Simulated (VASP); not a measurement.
Input of a VASP 6.6.1 run:

The input POSCAR:

```
Sc
1.0
    0.0000000000      3.1900000000      3.1900000000
    3.1900000000      0.0000000000      3.1900000000
    3.1900000000      3.1900000000      0.0000000000
Sc
2
Direct
    1.0000000000      1.0000000000      1.0000000000
    0.2500000000      0.2500000000      0.2500000000
```

Contents of INCAR.step1:

```
ALGO = Normal
EDIFF = 1E-5
EDIFFG = -0.005
ENCUT = 550
GGA = PE
GGA_COMPAT = F
IBRION = 2
ISIF = 3
ISMEAR = 1
LASPH = T
LCHARG = F
LREAL = F
LWAVE = T
NELM = 120
NELMIN = 4
NSW = 100
PREC = Accurate
SIGMA = 0.05
```

The input INCAR.step2:

```
ALGO = Normal
EDIFF = 1E-7
EDIFFG = -0.01
ENCUT = 550
GGA_COMPAT = F
IBRION = 2
ISIF = 3
ISMEAR = 1
ISTART = 1
LASPH = T
LCHARG = F
LMIXTAU = T
LREAL = F
LWAVE = F
METAGGA = R2SCAN
NELM = 120
NELMIN = 4
NSW = 60
PREC = Accurate
SIGMA = 0.05
```

Contents of KPOINTS:

```
k-points
0
Gamma
  11 11 11
```

Potentials or basis: VASP PAW PBE potentials, release 64 (Sc_sv).

Launch:

```console
$ cat potpaw_PBE.64/Sc_sv/POTCAR > POTCAR
$ cp INCAR.step1 INCAR
$ mpirun -np 1 vasp_std > vasp.out
$ cp INCAR.step2 INCAR
$ mpirun -np 1 vasp_std > vasp.out
```

(1) Predict the relaxed volume.

(2) What does it give for the relaxed cell?

(3) Estimate the band gap on the k mesh.

## Answers

(1) 32.06 Å³/atom.

(2) a = 4.493 Å, b = 4.493 Å, c = 4.493 Å, α = 60.00°, β = 60.00°, γ = 60.00°.

(3) zero (bands 11 and 12 overlap by 0.61 eV).

Caveat: the PAW data sets were made with another functional, which shifts forces and pressure a little.
